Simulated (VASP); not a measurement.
# Ta (Im-3m) in VASP: notebook

Runs on Ta. Level: r2SCAN. Tasks: single point.

All numbers are computed with VASP 6.6.1; they aren't measurements. Logs are shortened: lines on timing, memory, paths and dates and some standing lists are left out, and cuts for length are marked.

## 1. The cell of the first run

It takes space group Im-3m (No. 229, cubic). Conventional cell: a = 3.307 Å, b = 3.307 Å, c = 3.307 Å, α = 90.00°, β = 90.00°, γ = 90.00°. Ta (site symmetry m-3m) has 14 Ta at 2.86 to 3.31 Å within 3.8 Å.

## 2. Single point, r2SCAN

POSCAR

```
Ta
1.0
   -1.6533592789      1.6533592789      1.6533592789
    1.6533592789     -1.6533592789      1.6533592789
    1.6533592789      1.6533592789     -1.6533592789
Ta
1
Direct
    0.0000000000      0.0000000000      0.0000000000
```

INCAR.step1

```
SYSTEM = Ta
  PREC = Accurate
  ENCUT = 520
  ISMEAR = 1
  SIGMA = 0.1
  LREAL = .FALSE.
  LASPH = .TRUE.
  NELM = 80
  NBANDS = 12
  GGA = PE
  ALGO = Normal
  EDIFF = 1E-4
  LWAVE = .TRUE.
  LCHARG = .FALSE.
```

INCAR.step2

```
SYSTEM = Ta
  PREC = Accurate
  ENCUT = 520
  EDIFF = 1E-6
  ISMEAR = 1
  SIGMA = 0.1
  LREAL = .FALSE.
  LASPH = .TRUE.
  NELM = 80
  ALGO = Normal
  ISIF = 2
  LWAVE = .FALSE.
  LCHARG = .FALSE.
  METAGGA = R2SCAN
  LMIXTAU = .TRUE.
  NBANDS = 12
  ISTART = 1
```

KPOINTS

```
Automatic mesh
0
G
  13 13 13
  0 0 0
```

Potentials or basis: VASP PAW PBE potentials, release 64 (Ta_pv).

Launch:

```
$ cat potpaw_PBE.64/Ta_pv/POTCAR > POTCAR
$ cp INCAR.step1 INCAR
$ mpirun -np 1 vasp_std > vasp.out
$ cp INCAR.step2 INCAR
$ mpirun -np 1 vasp_std > vasp.out
```

OUTCAR:

```text
SYSTEM = Ta
   PREC = Accurate
   ENCUT = 520
   EDIFF = 1E-6
   ISMEAR = 1
   LREAL = .FALSE.
   LASPH = .TRUE.
   NELM = 80
   ISIF = 2
   METAGGA = R2SCAN
   ISTART = 1

 ion  position               nearest neighbor table
   1  0.000  0.000  0.000-

  LATTYP: Found a body centered cubic cell.
 ALAT       =     3.3067185578

  Lattice vectors:

 A1 = (  -1.6533592789,   1.6533592789,   1.6533592789)
 A2 = (   1.6533592789,  -1.6533592789,   1.6533592789)
 A3 = (   1.6533592789,   1.6533592789,  -1.6533592789)

Analysis of symmetry for initial positions (statically):
=====================================================================
 Subroutine PRICEL returns:
 Original cell was already a primitive cell.

 Routine SETGRP: Setting up the symmetry group for a
 body centered cubic supercell.

 Subroutine GETGRP returns: Found 48 space group operations
 (whereof 48 operations were pure point group operations)
 out of a pool of 48 trial point group operations.

The static configuration has the point symmetry O_h .

Analysis of symmetry for dynamics (positions and initial velocities):
=====================================================================
 Subroutine PRICEL returns:
 Original cell was already a primitive cell.

 Routine SETGRP: Setting up the symmetry group for a
 body centered cubic supercell.

 Subroutine GETGRP returns: Found 48 space group operations
 (whereof 48 operations were pure point group operations)
 out of a pool of 48 trial point group operations.

The dynamic configuration has the point symmetry O_h .

 Subroutine INISYM returns: Found 48 space group operations
 (whereof 48 operations are pure point group operations),
 and found     1 'primitive' translations

----------------------------------------------------------------------------------------

                                     Primitive cell

  volume of cell :      18.0785

  direct lattice vectors                    reciprocal lattice vectors
    -1.653359279  1.653359279  1.653359279     0.000000000  0.302414609  0.302414609
     1.653359279 -1.653359279  1.653359279     0.302414609  0.000000000  0.302414609
     1.653359279  1.653359279 -1.653359279     0.302414609  0.302414609  0.000000000

  length of vectors
     2.863702274  2.863702274  2.863702274     0.427678842  0.427678842  0.427678842

  position of ions in fractional coordinates (direct lattice)
     0.000000000  0.000000000  0.000000000

  ion indices of the primitive-cell ions
   primitive index   ion index
                 1           1

----------------------------------------------------------------------------------------

 KPOINTS: Automatic mesh

Automatic generation of k-mesh.
 Grid dimensions read from file:
 generate k-points for:   13   13   13

 Generating k-lattice:

  Cartesian coordinates                     Fractional coordinates (reciprocal lattice)
     0.000000000  0.023262662  0.023262662     0.076923077  0.000000000  0.000000000
     0.023262662  0.000000000  0.023262662     0.000000000  0.076923077  0.000000000
     0.023262662  0.023262662  0.000000000     0.000000000  0.000000000  0.076923077

  Length of vectors
     0.032898372  0.032898372  0.032898372

  Shift w.r.t. Gamma in fractional coordinates (k-lattice)
     0.000000000  0.000000000  0.000000000

 Subroutine IBZKPT returns following result:
 ===========================================

 Found     84 irreducible k-points:

 Following reciprocal coordinates:
            Coordinates               Weight
  0.000000  0.000000  0.000000      1.000000
  0.076923  0.000000  0.000000     12.000000
  0.153846  0.000000  0.000000     12.000000
  0.230769  0.000000  0.000000     12.000000
  0.307692  0.000000  0.000000     12.000000
  0.384615  0.000000  0.000000     12.000000
[... 16 lines left out ...]
  0.153846  0.076923  0.076923     24.000000
  0.230769  0.076923  0.076923     24.000000
 [... further k-points ...]
   k-points           NKPTS =     84   k-points in BZ     NKDIM =     84   number of bands    NBANDS=     12
   number of dos      NEDOS =    301   number of ions     NIONS =      1
   total plane-waves  NPLWV =  13824
   dimension x,y,z NGX =    24 NGY =   24 NGZ =   24
   dimension x,y,z NGXF=    48 NGYF=   48 NGZF=   48
   ions per type =               1
   NGX,Y,Z   is equivalent  to a cutoff of  13.93, 13.93, 13.93 a.u.
   NGXF,Y,Z  is equivalent  to a cutoff of  27.87, 27.87, 27.87 a.u.
 SYSTEM =  Ta
   PREC   = accura    normal or accurate (medium, high low for compatibility)
   ISTART =      1    job   : 0-new  1-cont  2-samecut
   ICHARG =      0    charge: 1-file 2-atom 10-const
   ISPIN  =      1    spin polarized calculation?
   LNONCOLLINEAR =      F non collinear calculations
   LSORBIT =      F    spin-orbit coupling
   LASPH  =      T    aspherical Exc in radial PAW
   ENCUT  =  520.0 eV  38.22 Ry    6.18 a.u.   5.32  5.32  5.32*2*pi/ulx,y,z
   NELM   =     80;   NELMIN=  2; NELMDL=  0     # of ELM steps
   EDIFF  = 0.1E-05   stopping-criterion for ELM
   LREAL  =      F    real-space projection
   EDIFFG = 0.1E-04   stopping-criterion for IOM
   NSW    =      0    number of steps for IOM
   IBRION =     -1    ionic relax: 0-MD 1-quasi-New 2-CG
   NFREE  =      0    steps in history (QN), initial steepest desc. (CG)
   ISIF   =      2    stress and relaxation
   ISYM   =      2    0-nonsym 1-usesym 2-fastsym
   POTIM  = 0.5000    time-step for ionic-motion
   TEBEG  =    0.0;   TEEND  =   0.0 temperature during run
   PSTRESS=    0.0 pullay stress
   NELECT =      11.0000    total number of electrons
   NUPDOWN=      -1.0000    fix difference up-down
   EMIN   =  10.00;   EMAX   =-10.00  energy-range for DOS
   EFERMI =   0.00;   METHOD = LEGACY
   ISMEAR =     1;   SIGMA  =   0.10  broadening in eV -4-tet -1-fermi 0-gaus
   EFERMI_NEDOS =   21; number of points for ismear=-14 and -15
   IALGO  =     38    algorithm
   IMIX   =      4    mixing-type and parameters
     AMIX     =   0.40;   BMIX     =  1.00
     AMIX_MAG =   1.60;   BMIX_MAG =  1.00
  volume/ion in A,a.u.               =      18.08       122.00
  Fermi-wavevector in a.u.,A,eV,Ry     =   1.387241  2.621505 26.183552  1.924437
  Thomas-Fermi vector in A             =   2.511480
   LORBIT       =      0    0 simple, 1 ext, 2 COOP (PROOUT), +10 PAW based schemes
   METAGGA = R2SCAN    functional components
   LHFCALC =     F    Hartree Fock is set to
   AEXX    =    0.0000 exact exchange contribution
   IVDW    =     0    specifies the selected vdW correction
   LEPSILON=     F    determine dielectric tensor
   LRPA    =     F    only Hartree local field effects (RPA)
 non-spin polarized calculation
 Methfessel and Paxton  Order N= 1 SIGMA  =   0.10
  energy-cutoff  :      520.00
  volume of cell :       18.08
 maximum number of plane-waves:       496
 NGX is ok and might be reduce to    24
   NGX = 11   NGY = 11   NGZ = 11

 number of electron      11.0000002 magnetization

 Free energy of the ion-electron system (eV)
  ---------------------------------------------------
  ext. energy  EPLUGINS =         0.00000000
  ---------------------------------------------------
  free energy    TOTEN  =       -48.58158428 eV

  energy without entropy =      -48.58252532  energy(sigma->0) =      -48.58189796

 E-fermi :   5.2726     XC(G=0): -13.7507

 val. band max:        5.2669790600   @ k =  -0.3846   0.4615   0.1538
 cond. band min:       5.3215553509   @ k =  -0.3846   0.3846   0.0769
 fundamental gap:      0.0545762909
 Fermi energy:         5.2726063690

 k-point     1 :       0.0000    0.0000    0.0000
  band No.  band energies     occupation
      1     -28.9448      2.00000
      2     -28.9448      2.00000
      3     -28.9447      2.00000
      4      -3.0206      2.00000
      5       6.1338     -0.00000
      6       6.1338     -0.00000
      7       6.1338     -0.00000
      8       9.6146      0.00000
      9       9.6146      0.00000
     10      17.3816      0.00000
     11      21.0548      0.00000
     12      21.0548      0.00000

 k-point     2 :       0.0769    0.0000    0.0000
  band No.  band energies     occupation
      1     -29.0208      2.00000
      2     -28.9679      2.00000
      3     -28.9452      2.00000
      4      -2.7469      2.00000
      5       5.9543     -0.00000
      6       6.0736     -0.00000
      7       6.4004     -0.00000
      8       9.3351      0.00000
      9       9.6137      0.00000
     10      17.3815      0.00000
     11      21.2940      0.00000
     12      21.5364      0.00000

 k-point     3 :       0.1538    0.0000    0.0000
  band No.  band energies     occupation
      1     -29.2272      2.00000
      2     -29.0315      2.00000
      3     -28.9464      2.00000
      4      -1.9803      2.00000
      5       5.4947     -0.00734
      6       5.7972     -0.00000
      7       7.1843     -0.00000
      8       8.9274      0.00000
      9       9.6397      0.00000
     10      17.3814      0.00000
     11      21.7400      0.00000
     12      22.8935      0.00000
[... 286 lines left out ...]
 k-point    23 :       0.1538    0.0769    0.0769
  band No.  band energies     occupation
      1     -29.5998      2.00000
      2     -29.0923      2.00000
      3     -29.0047      2.00000
      4      -0.4462      2.00000
      5       4.6806      2.00000
      6       4.7833      2.00000
      7       9.1892      0.00000
      8       9.4238      0.00000
      9       9.7000      0.00000
     10      17.3809      0.00000
     11      22.1298      0.00000
     12      22.9996      0.00000

 k-point    24 :       0.2308    0.0769    0.0769
  band No.  band energies     occupation
      1     -29.8210      2.00000
      2     -29.2110      2.00000
      3     -29.0121      2.00000
      4       0.6212      2.00000
      5       4.1931      2.00000
      6       4.5869      2.00000
      7       9.3862      0.00000
      8      10.0423      0.00000
      9      11.0857      0.00000
     10      17.3798      0.00000
     11      20.6890      0.00000
     12      20.8893      0.00000

 [... further k-points ...]
[... 5 lines left out ...]
  --------------------------------------------------------------------------------------
  -------------------------------------------------------------------------------------
  Total        0.0814423      0.0814423      0.0814423      0.0000000      0.0000000      0.0000000
  in kB        7.2176986      7.2176986      7.2176986      0.0000000      0.0000000      0.0000000
  external PRESSURE =       7.2176986 kB  Pullay stress =       0.0000000 kB

 VOLUME and BASIS-vectors are now :
 -----------------------------------------------------------------------------
  energy-cutoff  :      520.00
  volume of cell :       18.08
      direct lattice vectors                 reciprocal lattice vectors
    -1.653359279  1.653359279  1.653359279     0.000000000  0.302414609  0.302414609
     1.653359279 -1.653359279  1.653359279     0.302414609  0.000000000  0.302414609
     1.653359279  1.653359279 -1.653359279     0.302414609  0.302414609  0.000000000

 POSITION                                       TOTAL-FORCE (eV/Angst)
 -----------------------------------------------------------------------------------
      0.00000      0.00000      0.00000         0.000000      0.000000      0.000000
 -----------------------------------------------------------------------------------
    total drift:                               -0.000000      0.000000      0.000000

  FREE ENERGIE OF THE ION-ELECTRON SYSTEM (eV)
  ---------------------------------------------------
  free  energy   TOTEN  =       -48.5815842828 eV

  energy  without entropy=      -48.5825253243  energy(sigma->0) =      -48.58189796
```

It took 75 s on 1 thread of Intel Xeon Platinum 8259CL at 2.50GHz (Skylake/Cascade Lake), shared host; peak memory 0.15 GiB.

What came out:

| Property | Result |
| --- | --- |
| Free energy | -48.5816 eV |
| Pressure | 0.7 GPa |

Caveat: the PAW data sets were made with another functional, which shifts forces and pressure a little; spin-orbit coupling is left out, which moves the levels of the heavy elements.

## 3. Single point, r2SCAN

POSCAR is that of step 2.

INCAR.step1

```
SYSTEM = Ta
PREC = Accurate ; ENCUT = 520
ISMEAR = 1 ; SIGMA = 0.6
LREAL = .False. ; LASPH = .True.
NELM = 60 ; NBANDS = 12
GGA = PE ; ALGO = Normal
EDIFF = 1E-4 ; LWAVE = .True.
LCHARG = .False.
```

INCAR.step2

```
SYSTEM = Ta
PREC = Accurate ; ENCUT = 520
EDIFF = 1E-7 ; ISMEAR = 1
SIGMA = 0.6 ; LREAL = .False.
LASPH = .True. ; NELM = 60
ALGO = Normal ; ISIF = 2
LWAVE = .False. ; LCHARG = .True.
METAGGA = R2SCAN ; LMIXTAU = .True.
LELF = .True. ; LVHAR = .True.
NBANDS = 12 ; ISTART = 1
```

KPOINTS

```
Automatic mesh
0
Gamma
  13 13 13
  0 0 0
```

Potentials or basis: VASP PAW PBE potentials, release 64 (Ta_pv).

Launch:

```
$ cat potpaw_PBE.64/Ta_pv/POTCAR > POTCAR
$ cp INCAR.step1 INCAR
$ mpirun -np 1 vasp_std > vasp.out
$ cp INCAR.step2 INCAR
$ mpirun -np 1 vasp_std > vasp.out
```

Run time: 91 s. Hardware: 1 thread of Intel Xeon Platinum 8259CL at 2.50GHz (Skylake/Cascade Lake), shared host; peak memory 0.16 GiB.

The run converged. Its results:

```
Free energy : -48.5838 eV
Pressure    : 0.3 GPa
```

Levels at points of the mesh, in eV from the Fermi level:
```
           k point  band 1  band 2  band 3  band 4  band 5  band 6  band 7  band 8  band 9  band 10
(0.00, 0.00, 0.00)  -34.24  -34.24  -34.24   -8.32    0.83    0.83    0.83    4.31    4.31    12.09
```

Caveat: the PAW data sets were made with another functional, which shifts forces and pressure a little; spin-orbit coupling is left out, which moves the levels of the heavy elements.

[end of part 1 of 2]
